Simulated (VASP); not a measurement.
# Al30Si (a cell with a defect) in VASP: notebook, part 2 of 2

VASP 6.6.1. Earlier steps stand in the parts before.

**3. Single point, PBE**

INCAR reads:

```
SYSTEM = Al30Si
PREC     = Accurate       ! precision mode
ENCUT    = 520            ! plane-wave cutoff, eV
EDIFF    = 1E-7           ! SCF threshold, eV
ISMEAR   = -1             ! smearing method
SIGMA    = 0.15           ! smearing width, eV
LREAL    = Auto         
LASPH    = .True.         ! aspherical terms in the spheres
NELM     = 100            ! most SCF steps
ALGO     = Normal         ! electronic algorithm
ISIF     = 2              ! what is computed and relaxed
LWAVE    = .False.        ! write WAVECAR
LCHARG   = .False.        ! write CHGCAR
GGA      = PE             ! functional
NBANDS   = 68             ! bands
```

KPOINTS reads:

```
Automatic mesh
0
Gamma
  2 2 2
  0 0 0
```

POSCAR reads:

```
Al30Si
1.0
    8.1000000000      0.0000000000      0.0000000000
    0.0000000000      8.1000000000      0.0000000000
    0.0000000000      0.0000000000      8.1000000000
Al Si
30 1
Direct
    0.4890108642     -0.0000358025      0.0107738272
    0.7482585185      0.2493460494      0.0015374074
    0.7392406173     -0.0000388889      0.2589686420
   -0.0005124691     -0.0000117284      0.0039437037
    0.2456451852      0.2517950617      0.0040217284
    0.4996180247      0.4999901235     -0.0057548148
    0.7482379012      0.7506003704      0.0015717284
    0.5055158025      0.2686911111      0.2475624691
    0.7583261728      0.5000002469      0.2490166667
    0.7488383951      0.2526209877      0.5032648148
    0.7471624691     -0.0000137037      0.7497434568
   -0.0026560494      0.4999777778     -0.0001272840
    0.2456349383      0.7481282716      0.0039974074
    0.0005351852      0.2474530864      0.2488846914
    0.2473079012      0.4999517284      0.2513812346
    0.5055456790      0.7311712346      0.2475361728
    0.0022812346     -0.0000365432      0.4945498765
    0.2502540741      0.2521937037      0.5012253086
    0.4981907407      0.4999611111      0.5028940741
    0.7488393827      0.7472924691      0.5032619753
    0.2509064198     -0.0000372840      0.7521759259
    0.4998645679      0.2480993827      0.7515208642
    0.7493756790      0.4999696296      0.7529360494
    0.0005025926      0.7524685185      0.2488934568
   -0.0009333333      0.4999900000      0.5018818519
    0.2502367901      0.7477129630      0.5012492593
   -0.0002561728      0.2529382716      0.7498253086
    0.2469486420      0.5000018519      0.7525723457
    0.4998455556      0.7518175309      0.7515385185
   -0.0002237037      0.7470158025      0.7497976543
    0.3573135802      0.0000723457      0.3253139506
```

Potentials or basis: VASP PAW PBE potentials, release 64 (Al, Si).

On the command line:

```
$ cat potpaw_PBE.64/Al/POTCAR potpaw_PBE.64/Si/POTCAR > POTCAR
$ mpirun -np 1 vasp_std > vasp.out
```

OUTCAR:

```text
SYSTEM = Al30Si
   PREC = Accurate
   ENCUT = 520
   EDIFF = 1E-7
   ISMEAR = -1
   LREAL = Auto
   LASPH = .True.
   NELM = 100
   ISIF = 2
   GGA = PE

 ion  position               nearest neighbor table
   1  0.489  1.000  0.011-  31 2.76   5 2.84  13 2.84  21 2.85   3 2.85   8 2.90  16 2.90  29 2.91
                            22 2.91   7 2.91   2 2.91  11 2.97
   2  0.748  0.249  0.002-   8 2.80   9 2.85  22 2.85  23 2.86   6 2.86  14 2.86  12 2.86   4 2.87
                            11 2.87  27 2.88   3 2.90   1 2.91
   3  0.739  1.000  0.259-  10 2.85  20 2.85   1 2.85  17 2.86   8 2.89  16 2.89   7 2.90   2 2.90
                            24 2.92  14 2.92   4 2.95  31 3.14
   4  0.999  1.000  0.004-  14 2.82  24 2.82   5 2.85  13 2.85   2 2.87   7 2.87  21 2.88  11 2.90
                            27 2.90  30 2.90   3 2.95
   5  0.246  0.252  0.004-  14 2.81   1 2.84  15 2.84  12 2.84   4 2.85  28 2.86  27 2.86   6 2.88
                            21 2.89   8 2.89  22 2.90
   6  0.500  0.500  0.994-  16 2.78   8 2.78  23 2.81  28 2.83  29 2.83  22 2.83   7 2.86   2 2.86
                            13 2.88   5 2.88  15 2.92   9 2.94
   7  0.748  0.751  0.002-  16 2.80   9 2.85  29 2.85  23 2.86   6 2.86  24 2.86  12 2.86   4 2.87
                            11 2.87  30 2.88   3 2.90   1 2.91
   8  0.506  0.269  0.248-  31 2.56   9 2.78   6 2.78  19 2.79   2 2.80  15 2.81  10 2.86   3 2.89
[... 770 lines left out ...]
     58      10.5774      0.00000
     59      10.6106      0.00000
 [bands above 59 left out]

------------------------ aborting loop because EDIFF is reached ----------------------------------------

  FORCE on cell =-STRESS in cart. coord.  units (eV):
  Direction    XX          YY          ZZ          XY          YZ          ZX
  --------------------------------------------------------------------------------------
  -------------------------------------------------------------------------------------
  Total       -2.7910513     -2.4411941     -2.7203366      0.0035646      0.0025546      0.1238180
  in kB       -8.4144036     -7.3596614     -8.2012144      0.0107466      0.0077016      0.3732839
  external PRESSURE =      -7.9917598 kB  Pullay stress =       0.0000000 kB

 VOLUME and BASIS-vectors are now :
 -----------------------------------------------------------------------------
  energy-cutoff  :      520.00
  volume of cell :      531.44
      direct lattice vectors                 reciprocal lattice vectors
     8.100000000  0.000000000  0.000000000     0.123456790  0.000000000  0.000000000
     0.000000000  8.100000000  0.000000000     0.000000000  0.123456790  0.000000000
     0.000000000  0.000000000  8.100000000     0.000000000  0.000000000  0.123456790

 POSITION                                       TOTAL-FORCE (eV/Angst)
 -----------------------------------------------------------------------------------
      3.96099      8.09971      0.08727         0.017673      0.000208     -0.022963
      6.06089      2.01970      0.01245         0.007785      0.000548      0.006192
      5.98785      8.09968      2.09765         0.026065      0.000369     -0.017386
      8.09585      8.09990      0.03194         0.004028     -0.000837      0.006022
      1.98973      2.03954      0.03258         0.008622     -0.014890      0.020002
      4.04691      4.04992      8.05339        -0.000937     -0.001839      0.023420
[... 23 lines left out ...]
      8.09819      6.05083      6.07336         0.001937     -0.000611      0.007821
      2.89424      0.00059      2.63504        -0.282057     -0.007543     -0.216947
 -----------------------------------------------------------------------------------
    total drift:                               -0.032945     -0.000868      0.048664

  FREE ENERGIE OF THE ION-ELECTRON SYSTEM (eV)
  ---------------------------------------------------
  free  energy   TOTEN  =      -116.3941179427 eV

  energy  without entropy=     -115.2810771993  energy(sigma->0) =     -115.83759757
```

stdout:

```text
POSCAR found type information on POSCAR AlSi
 POSCAR found :  2 types and      31 ions
 scaLAPACK will be used
 LDA part: xc-table for (Slater+PW92), standard interpolation
 POSCAR, INCAR and KPOINTS ok, starting setup
 FFT: planning ... GRIDC
 FFT: planning ... GRID_SOFT
 FFT: planning ... GRID
 WAVECAR not read
 entering main loop
```

Run time: 3.4 min. Hardware: 1 thread of AMD EPYC 9R45 (Zen 5), shared host; peak memory 0.53 GiB.

Results:

```yaml
Free_energy: -116.3941 eV
Pressure: -0.8 GPa
Largest_force: 0.356 eV/Å
Band_gap_on_the_k_mesh: zero (bands 47 and 48 overlap by 0.86 eV)
```

Forces on the atoms (eV/Å):
```
Al   0.018  0.000 -0.023
Al   0.008  0.001  0.006
Al   0.026  0.000 -0.017
Al   0.004 -0.001  0.006
Al   0.009 -0.015  0.020
Al  -0.001 -0.002  0.023
Al   0.009  0.000  0.003
Al   0.015 -0.026  0.024
Al   0.016 -0.003 -0.002
Al   0.017  0.000 -0.002
Al   0.013 -0.001  0.003
Al   0.009  0.000  0.007
Al   0.008  0.016  0.022
Al   0.020 -0.005 -0.001
Al   0.008  0.001  0.002
Al   0.010  0.035  0.027
Al   0.027  0.000 -0.009
Al   0.010  0.008  0.018
Al   0.004  0.000  0.004
Al   0.017  0.001 -0.001
Al  -0.010  0.001  0.020
Al   0.000  0.003  0.014
Al  -0.001  0.000  0.007
Al   0.023  0.005 -0.002
Al   0.005 -0.001  0.003
Al   0.012 -0.004  0.013
Al   0.005  0.000  0.006
Al   0.002 -0.002  0.023
Al   0.002 -0.002  0.013
Al   0.002 -0.001  0.008
Si  -0.282 -0.008 -0.217
```

Caveat: the k points lie up to 0.39 Å⁻¹ apart, too coarse for converged energies and pressures of a metal.
